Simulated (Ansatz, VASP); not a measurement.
# One calculation of WS2, two programs

The input POSCAR:

```
WS2
1.0
    3.1814117282      0.0000000000      0.0000000000
   -1.5907058641      2.7551833765      0.0000000000
    0.0000000000      0.0000000000     23.6881463475
W S
2 4
Direct
    0.3333333333      0.6666666667      0.6379434935
    0.6666666667      0.3333333333      0.3620565065
    0.3333333333      0.6666666667      0.2920209890
    0.6666666667      0.3333333333      0.5678823016
    0.3333333333      0.6666666667      0.4236746570
    0.6666666667      0.3333333333      0.6995359696
```

INCAR.step1

```
PREC     = Accurate       # precision mode
ENCUT    = 520            # plane-wave cutoff, eV
ISMEAR   = 0              # smearing method
SIGMA    = 0.05           # smearing width, eV
LREAL    = F              # projectors in reciprocal space
LASPH    = T              # aspherical terms in the spheres
NELM     = 80             # most SCF steps
NBANDS   = 35             # bands
GGA      = PE             # functional
ALGO     = Normal         # electronic algorithm
EDIFF    = 1E-4           # SCF threshold, eV
LWAVE    = T              # write WAVECAR
LCHARG   = F              # write CHGCAR
```

Contents of INCAR.step2:

```
PREC     = Accurate       # precision mode
ENCUT    = 520            # plane-wave cutoff, eV
EDIFF    = 1E-7           # SCF threshold, eV
ISMEAR   = 0              # smearing method
SIGMA    = 0.05           # smearing width, eV
LREAL    = F              # projectors in reciprocal space
LASPH    = T              # aspherical terms in the spheres
NELM     = 80             # most SCF steps
ALGO     = Normal         # electronic algorithm
ISIF     = 2              # what is computed and relaxed
LWAVE    = F              # write WAVECAR
LCHARG   = F              # write CHGCAR
METAGGA  = R2SCAN         # meta-GGA
LMIXTAU  = T            
NBANDS   = 35             # bands
ISTART   = 1
```

KPOINTS

```
Automatic mesh
0
Gamma
  12 12 2
```

Input for Ansatz:

```yaml
crystal:
  lattice:
    - [3.1814117282, 0.0, 0.0]
    - [-1.5907058641, 2.7551833765, 0.0]
    - [0.0, 0.0, 23.6881463475]
  atoms:
    - { symbol: W, position: [0.3333333333, 0.6666666667, 0.6379434935] }
    - { symbol: W, position: [0.6666666667, 0.3333333333, 0.3620565065] }
    - { symbol: S, position: [0.3333333333, 0.6666666667, 0.292020989] }
    - { symbol: S, position: [0.6666666667, 0.3333333333, 0.5678823016] }
    - { symbol: S, position: [0.3333333333, 0.6666666667, 0.423674657] }
    - { symbol: S, position: [0.6666666667, 0.3333333333, 0.6995359696] }
basis:
  ecutwfc: 500
kpoints:
  mp_grid: { grid: [12, 12, 2] }
hamiltonian:
  xc: r2scan
scf:
  occupations: { method: gaussian, width: 0.05 }
output:
  forces: true
  stress: true
  eigenvalues: true
```

Change from the starting cell: all S atoms moved -0.100 Å, as atom 3 along Cartesian [0 0 1].

Alike in both runs: task single point; functional r2SCAN; k mesh 12 × 12 × 2; occupations gaussian, width 0.05 eV; no spin polarisation.

```csv
,VASP,Ansatz
version,VASP 6.6.1,Ansatz 0.2.0
potentials or method,"VASP PAW PBE potentials, release 64 (W_sv, S), cutoff 520 eV","scalar-relativistic, plane waves, PAW"
valence electrons in the cell,52,52
```

Ansatz gave:

* gap on the k mesh at the Fermi level (eV): 1.36
* least direct gap on the mesh (eV): 1.83
* rms of the force components (eV/Å): 1.359

Problem. What did VASP give for the same quantities?

Solution. gap on the k mesh at the Fermi level (eV): 1.38; least direct gap on the mesh (eV): 1.84; rms of the force components (eV/Å): 1.359.

VASP's potentials were made for PBE, not for r2SCAN. Atom by atom the forces differ by 0.011 eV/Å (rms over components).

Neither program's run includes spin-orbit coupling.
